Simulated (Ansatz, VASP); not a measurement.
# One calculation of LaBi, two programs

```xyz
2
Lattice="0.0000 3.2381 3.2381 3.2381 0.0000 3.2381 3.2381 3.2381 0.0000" Properties=species:S:1:pos:R:3 pbc="T T T"
La    0.0000    0.0000    0.0000
Bi    3.2381    3.2381    3.2381
```

Alike in both runs: task single point; functional LDA; k mesh 6 × 6 × 6; no spin polarisation.

```csv
,VASP,Ansatz
version,VASP 6.6.1,Ansatz 0.2.0
potentials or method,"VASP PAW LDA potentials, release 64 (La, Bi_d), cutoff 520 eV","plane waves, PAW"
occupations,"methfessel-paxton of order 1, width 0.05 eV","cold, width 0.05 eV"
valence electrons in the cell,26,26
```

```tsv
	VASP	Ansatz	Ansatz less VASP
pressure (GPa)	0.9	0.8	-0.02
```

LDA's correlation is that of Perdew and Zunger in VASP and of Perdew and Wang (1992) in Ansatz.

Neither program's run includes spin-orbit coupling.
